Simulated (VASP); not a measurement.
## Bi: single point with PBE

Crystal: Bi.

```
Bi
1.0
     3.67828    0.00000    0.00000
    -1.83914    3.18548    0.00000
     0.00000    0.00000    6.04689
Bi
2
Direct
  0.33333 0.66667 0.25000
  0.66667 0.33333 0.75000
```

This cell differs from its parent crystal: volume scaled by 1.12.

```
Program             : VASP 6.6.1
Task                : single point
Functional          : PBE
Potentials or basis : VASP PAW PBE potentials, release 64 (Bi_d)
Cutoff              : 520 eV
k mesh              : 12 × 12 × 6
Occupations         : fermi-dirac, width 0.1 eV
Spin                : no spin polarisation
```

```yaml
Pressure: -4.7 GPa
Band_gap_on_the_k_mesh: zero (band 15 reaches 9.94 eV, above the bottom of band 16 at 4.10 eV)
```

Stress tensor (GPa, compression positive):
```
-4.97  0.00  0.00
 0.00 -4.97  0.00
 0.00  0.00 -4.11
```

Levels at points of the mesh, in eV from the Fermi level:
```tsv
k point	band 11	band 12	band 13	band 14	band 15	band 16	band 17	band 18	band 19	band 20
(0.00, 0.00, 0.00)	-12.79	-10.60	-4.57	2.87	2.87	4.10	4.12	4.12	6.45	7.21
(0.50, 0.00, 0.00)	-10.60	-9.80	-3.93	-2.67	-1.66	0.29	0.38	2.83	4.75	6.73
(0.00, 0.00, 0.50)	-11.94	-11.94	-1.15	-1.15	3.46	3.46	3.46	3.46	7.34	7.34
(0.50, 0.00, 0.50)	-10.18	-10.18	-4.18	-4.18	1.22	1.22	1.37	1.37	5.37	5.37
```

Run time: 43 s on 1 thread of Intel(R) Xeon(R) Platinum 8488C (Sapphire Rapids), on a shared host, peak memory 0.23 GiB.

Caveat: spin-orbit coupling is left out, which moves the levels of the heavy elements.
